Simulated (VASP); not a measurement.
# Ta (Pm-3m) in VASP: further runs

Ta is run at these levels: PBE; tasks: single point.

Everything below comes from runs of VASP 6.6.1. Logs are shortened: lines on timing, memory, paths and dates and some standing lists are left out, and cuts for length are marked.

**1. The cell of the first run**

Symmetry: Pm-3m, No. 221, cubic system. Conventional cell: a = 2.505 Å, b = 2.505 Å, c = 2.505 Å, α = 90.00°, β = 90.00°, γ = 90.00°. Ta (site symmetry m-3m) has 6 Ta at 2.50 Å within 3.3 Å.

**2. Single point, PBE (volume scaled by 0.76)**

Input file INCAR:

```
PREC = Accurate
ENCUT = 500
EDIFF = 1E-6
ISMEAR = -1
SIGMA = 0.08
LREAL = F
LASPH = T
NELM = 120
ALGO = Normal
ISIF = 2
LWAVE = F
LCHARG = F
GGA = PE
NBANDS = 12
GGA_COMPAT = F
```

Input file KPOINTS:

```
regular mesh
0
Gamma
  14 14 14
```

Input file POSCAR:

```
Ta
1.0
    2.5049623144      0.0000000000      0.0000000000
    0.0000000000      2.5049623144      0.0000000000
    0.0000000000      0.0000000000      2.5049623144
Ta
1
Direct
    0.0000000000      0.0000000000      0.0000000000
```

Potentials or basis: VASP PAW PBE potentials, release 64 (Ta_pv).

On the command line:

```console
$ cat potpaw_PBE.64/Ta_pv/POTCAR > POTCAR
$ mpirun -np 1 vasp_std > vasp.out
```

OUTCAR:

```text
PREC = Accurate
   ENCUT = 500
   EDIFF = 1E-6
   ISMEAR = -1
   LREAL = F
   LASPH = T
   NELM = 120
   ISIF = 2
   GGA = PE

 ion  position               nearest neighbor table
   1  0.000  0.000  0.000-

  LATTYP: Found a simple cubic cell.
 ALAT       =     2.5049623144

  Lattice vectors:

 A1 = (   2.5049623144,   0.0000000000,   0.0000000000)
 A2 = (   0.0000000000,   2.5049623144,   0.0000000000)
 A3 = (   0.0000000000,   0.0000000000,   2.5049623144)

Analysis of symmetry for initial positions (statically):
=====================================================================
 Subroutine PRICEL returns:
 Original cell was already a primitive cell.

 Routine SETGRP: Setting up the symmetry group for a
 simple cubic supercell.

 Subroutine GETGRP returns: Found 48 space group operations
 (whereof 48 operations were pure point group operations)
 out of a pool of 48 trial point group operations.

The static configuration has the point symmetry O_h .

Analysis of symmetry for dynamics (positions and initial velocities):
=====================================================================
 Subroutine PRICEL returns:
 Original cell was already a primitive cell.

 Routine SETGRP: Setting up the symmetry group for a
 simple cubic supercell.

 Subroutine GETGRP returns: Found 48 space group operations
 (whereof 48 operations were pure point group operations)
 out of a pool of 48 trial point group operations.

The dynamic configuration has the point symmetry O_h .

 Subroutine INISYM returns: Found 48 space group operations
 (whereof 48 operations are pure point group operations),
 and found     1 'primitive' translations

----------------------------------------------------------------------------------------

                                     Primitive cell

  volume of cell :      15.7182

  direct lattice vectors                    reciprocal lattice vectors
     2.504962314  0.000000000  0.000000000     0.399207603  0.000000000  0.000000000
     0.000000000  2.504962314  0.000000000     0.000000000  0.399207603  0.000000000
     0.000000000  0.000000000  2.504962314     0.000000000  0.000000000  0.399207603

  length of vectors
     2.504962314  2.504962314  2.504962314     0.399207603  0.399207603  0.399207603

  position of ions in fractional coordinates (direct lattice)
     0.000000000  0.000000000  0.000000000
[... 75 lines left out ...]
   NELM   =    120;   NELMIN=  2; NELMDL= -5     # of ELM steps
   EDIFF  = 0.1E-05   stopping-criterion for ELM
   LREAL  =      F    real-space projection
   EDIFFG = 0.1E-04   stopping-criterion for IOM
   NSW    =      0    number of steps for IOM
   IBRION =     -1    ionic relax: 0-MD 1-quasi-New 2-CG
   NFREE  =      0    steps in history (QN), initial steepest desc. (CG)
   ISIF   =      2    stress and relaxation
   ISYM   =      2    0-nonsym 1-usesym 2-fastsym
   POTIM  = 0.5000    time-step for ionic-motion
   TEBEG  =    0.0;   TEEND  =   0.0 temperature during run
   PSTRESS=    0.0 pullay stress
   NELECT =      11.0000    total number of electrons
   NUPDOWN=      -1.0000    fix difference up-down
   EMIN   =  10.00;   EMAX   =-10.00  energy-range for DOS
   EFERMI =   0.00;   METHOD = LEGACY
   ISMEAR =    -1;   SIGMA  =   0.08  broadening in eV -4-tet -1-fermi 0-gaus
   EFERMI_NEDOS =   21; number of points for ismear=-14 and -15
   IALGO  =     38    algorithm
   IMIX   =      4    mixing-type and parameters
     AMIX     =   0.40;   BMIX     =  1.00
     AMIX_MAG =   1.60;   BMIX_MAG =  1.00
  volume/ion in A,a.u.               =      15.72       106.07
  Fermi-wavevector in a.u.,A,eV,Ry     =   1.453465  2.746650 28.743124  2.112560
  Thomas-Fermi vector in A             =   2.570728
   LORBIT       =      0    0 simple, 1 ext, 2 COOP (PROOUT), +10 PAW based schemes
   GGA     = PE    functional components
   LHFCALC =     F    Hartree Fock is set to
   AEXX    =    0.0000 exact exchange contribution
   IVDW    =     0    specifies the selected vdW correction
   LEPSILON=     F    determine dielectric tensor
   LRPA    =     F    only Hartree local field effects (RPA)
 non-spin polarized calculation
  energy-cutoff  :      500.00
  volume of cell :       15.72
 maximum number of plane-waves:       432
   NGX =  9   NGY =  9   NGZ =  9

 number of electron      10.9999995 magnetization

 Free energy of the ion-electron system (eV)
  ---------------------------------------------------
  ext. energy  EPLUGINS =         0.00000000
  ---------------------------------------------------
  free energy    TOTEN  =        -9.87366401 eV

  energy without entropy =       -9.85908787  energy(sigma->0) =       -9.86637594

 E-fermi :   6.7927     XC(G=0): -13.2166

 val. band max:        6.7263683822   @ k =   0.5000   0.2857   0.2143
 cond. band min:       6.8103760160   @ k =   0.4286   0.2857   0.2143
 fundamental gap:      0.0840076338
 Fermi energy:         6.7926816522

 k-point     1 :       0.0000    0.0000    0.0000
  band No.  band energies     occupation
      1     -25.8505      2.00000
      2     -25.8505      2.00000
      3     -25.8505      2.00000
      4      -1.4949      2.00000
      5       2.9256      2.00000
      6       2.9256      2.00000
      7      15.0517      0.00000
      8      15.0517      0.00000
      9      15.0517      0.00000
     10      21.7650      0.00000
     11      24.1618      0.00000
     12      24.1618      0.00000
[... 331 lines left out ...]
 k-point    24 :       0.3571    0.2143    0.0000
  band No.  band energies     occupation
      1     -27.8463      2.00000
      2     -26.6816      2.00000
      3     -25.5560      2.00000
      4       2.7774      2.00000
      5       4.5890      2.00000
      6       7.1137      0.03553
      7      10.6132      0.00000
      8      10.6730      0.00000
      9      13.1333      0.00000
     10      19.7523      0.00000
     11      21.7670      0.00000
     12      24.3250      0.00000

 [... further k-points ...]
[... 5 lines left out ...]
  --------------------------------------------------------------------------------------
  -------------------------------------------------------------------------------------
  Total        6.5531171      6.5531171      6.5531171     -0.0000000      0.0000000     -0.0000000
  in kB      667.9668701    667.9668701    667.9668701     -0.0000000      0.0000000     -0.0000000
  external PRESSURE =     667.9668701 kB  Pullay stress =       0.0000000 kB

 VOLUME and BASIS-vectors are now :
 -----------------------------------------------------------------------------
  energy-cutoff  :      500.00
  volume of cell :       15.72
      direct lattice vectors                 reciprocal lattice vectors
     2.504962314  0.000000000  0.000000000     0.399207603  0.000000000  0.000000000
     0.000000000  2.504962314  0.000000000     0.000000000  0.399207603  0.000000000
     0.000000000  0.000000000  2.504962314     0.000000000  0.000000000  0.399207603

 POSITION                                       TOTAL-FORCE (eV/Angst)
 -----------------------------------------------------------------------------------
      0.00000      0.00000      0.00000         0.000000      0.000000      0.000000
 -----------------------------------------------------------------------------------
    total drift:                                0.000000      0.000000      0.000000

  FREE ENERGIE OF THE ION-ELECTRON SYSTEM (eV)
  ---------------------------------------------------
  free  energy   TOTEN  =        -9.8736640121 eV

  energy  without entropy=       -9.8590878701  energy(sigma->0) =       -9.86637594
```

OSZICAR:

```text
N       E                     dE             d eps       ncg     rms          rms(c)
DAV:   1     0.644996987460E+02    0.64500E+02   -0.60525E+03  2892   0.872E+02
DAV:   2    -0.913843636293E+01   -0.73638E+02   -0.71376E+02  3264   0.249E+02
DAV:   3    -0.101204107647E+02   -0.98197E+00   -0.97795E+00  3288   0.274E+01
DAV:   4    -0.101224674036E+02   -0.20566E-02   -0.20566E-02  3152   0.141E+00
DAV:   5    -0.101224727022E+02   -0.52987E-05   -0.52991E-05  3236   0.676E-02    0.183E+01
DAV:   6    -0.993766884771E+01    0.18480E+00   -0.13605E-01  3204   0.370E+00    0.994E+00
DAV:   7    -0.987513380620E+01    0.62535E-01   -0.13148E-01  3212   0.354E+00    0.577E-01
DAV:   8    -0.987368813505E+01    0.14457E-02   -0.50470E-03  3004   0.723E-01    0.539E-02
DAV:   9    -0.987366676755E+01    0.21367E-04   -0.64162E-05  3224   0.898E-02    0.294E-02
DAV:  10    -0.987366406870E+01    0.26988E-05   -0.26633E-06  3100   0.183E-02    0.343E-03
DAV:  11    -0.987366401212E+01    0.56580E-07   -0.98170E-08  1568   0.352E-03
   1 F= -.98736640E+01 E0= -.98663759E+01  d E =-.145761E-01
```

stdout:

```text
POSCAR found type information on POSCAR Ta
 POSCAR found :  1 types and       1 ions
 scaLAPACK will be used
 LDA part: xc-table for (Slater+PW92), standard interpolation
 POSCAR, INCAR and KPOINTS ok, starting setup
 FFT: planning ... GRIDC
 FFT: planning ... GRID_SOFT
 FFT: planning ... GRID
 WAVECAR not read
 entering main loop
```

Wall time 5.1 s (1 thread of Intel Xeon 6975P-C (Granite Rapids), shared host); peak memory 0.13 GiB.

Results:

* Free energy: -9.8737 eV
* Pressure: 66.8 GPa

Caveat: the cell differs from its parent crystal (volume scaled by 0.76); spin-orbit coupling is left out, which moves the levels of the heavy elements.

**3. Single point, PBE**

This run uses another cell than the first one, of 20.68 Å³/atom, 1.316 times its volume.

Input file INCAR:

```
ALGO     = Normal         # electronic algorithm
EDIFF    = 1E-6           # SCF threshold, eV
ENCUT    = 500            # plane-wave cutoff, eV
GGA      = PE             # functional
GGA_COMPAT= F            
ISIF     = 2              # what is computed and relaxed
ISMEAR   = -1             # smearing method
LASPH    = T              # aspherical terms in the spheres
LCHARG   = T              # write CHGCAR
LELF     = T              # ELF
LREAL    = F              # projectors in reciprocal space
LVHAR    = T            
LWAVE    = F              # write WAVECAR
NBANDS   = 12             # bands
NELM     = 120            # most SCF steps
PREC     = Accurate       # precision mode
SIGMA    = 0.08           # smearing width, eV
```

Input file KPOINTS:

```
k-points
0
Gamma
  14 14 14
```

Input file POSCAR:

```
Ta
1.0
    2.7449219440      0.0000000000      0.0000000000
    0.0000000000      2.7449219440      0.0000000000
    0.0000000000      0.0000000000      2.7449219440
Ta
1
Direct
    0.0000000000      0.0000000000      0.0000000000
```

Potentials or basis: VASP PAW PBE potentials, release 64 (Ta_pv).

On the command line:

```console
$ cat potpaw_PBE.64/Ta_pv/POTCAR > POTCAR
$ mpirun -np 1 vasp_std > vasp.out
```

Wall time 6.6 s (1 thread of Intel Xeon 6975P-C (Granite Rapids), shared host); peak memory 0.14 GiB.

Results (log left out):

- Free energy: -10.6974 eV
- Pressure: 0.1 GPa

Levels at points of the mesh, in eV from the Fermi level:
| k point | band 3 | band 4 | band 5 | band 6 | band 7 | band 8 | band 9 | band 10 |
| --- | --- | --- | --- | --- | --- | --- | --- | --- |
| (0.00, 0.00, 0.00) | -33.45 | -7.25 | -2.59 | -2.59 | 6.09 | 6.09 | 6.09 | 14.45 |
| (0.50, 0.00, 0.00) | -33.34 | -3.78 | -1.64 | -0.03 | 2.39 | 2.39 | 6.48 | 9.96 |
| (0.50, 0.50, 0.00) | -33.24 | -3.92 | -1.42 | 3.16 | 3.16 | 5.07 | 5.07 | 8.58 |
| (0.50, 0.50, 0.50) | -34.31 | -2.29 | -2.29 | -2.29 | 7.60 | 8.86 | 8.86 | 11.36 |

Caveat: spin-orbit coupling is left out, which moves the levels of the heavy elements.
